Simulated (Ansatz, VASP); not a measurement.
Two plane-wave programs on Be

The input INCAR:

```
ALGO = Normal ; EDIFF = 1E-8
ENCUT = 520 ; GGA = PE
ISIF = 2 ; ISMEAR = -1
LASPH = True ; LCHARG = False
LEFG = True ; LREAL = False
LWAVE = False ; NBANDS = 7
NELM = 80 ; PREC = Accurate
SIGMA = 0.03
```

File KPOINTS:

```
k-points
0
Gamma
  23 23 23
```

File POSCAR:

```
Be
1.0
   -1.2489298800      1.2489298800      1.2489298800
    1.2489298800     -1.2489298800      1.2489298800
    1.2489298800      1.2489298800     -1.2489298800
Be
1
Direct
    0.0000000000      0.0000000000      0.0000000000
```

Input for Ansatz:

```yaml
crystal:
  lattice:
    - [-1.24892988, 1.24892988, 1.24892988]
    - [1.24892988, -1.24892988, 1.24892988]
    - [1.24892988, 1.24892988, -1.24892988]
  atoms:
    - { symbol: Be, position: [0.0, 0.0, 0.0] }
kpoints:
  mp_grid: { grid: [23, 23, 23] }
scf:
  occupations: { method: fermi_dirac, width: 0.03 }
hamiltonian:
  xc: pbe
  pseudopotentials: { kind: paw }
output:
  forces: true
  stress: true
  eigenvalues: true
  efg: { contact_densities: true }
  write_density: true
  write_potential: true
  elf: true
  volumetric_format: npy
```

Change from the starting cell: volume scaled by 0.99, PAW files.

Alike in both runs: task electric field gradients; functional PBE; k mesh 23 × 23 × 23; occupations fermi-dirac, width 0.03 eV; no spin polarisation.

|  | VASP | Ansatz |
| --- | --- | --- |
| version | VASP 6.6.1 | Ansatz 0.2.0 |
| potentials or method | VASP PAW PBE potentials, release 64 (Be) | PAW with Ansatz's default frozen-core files, scalar-relativistic |
| plane-wave cutoff (eV) | 520 | 420 |
| valence electrons in the cell | 2 | 2 |

```tsv
	VASP	Ansatz	Ansatz less VASP
pressure (GPa)	0.5	0.4	-0.16
```

The functional is the same, so the differences come from potentials, cutoffs and numerics.
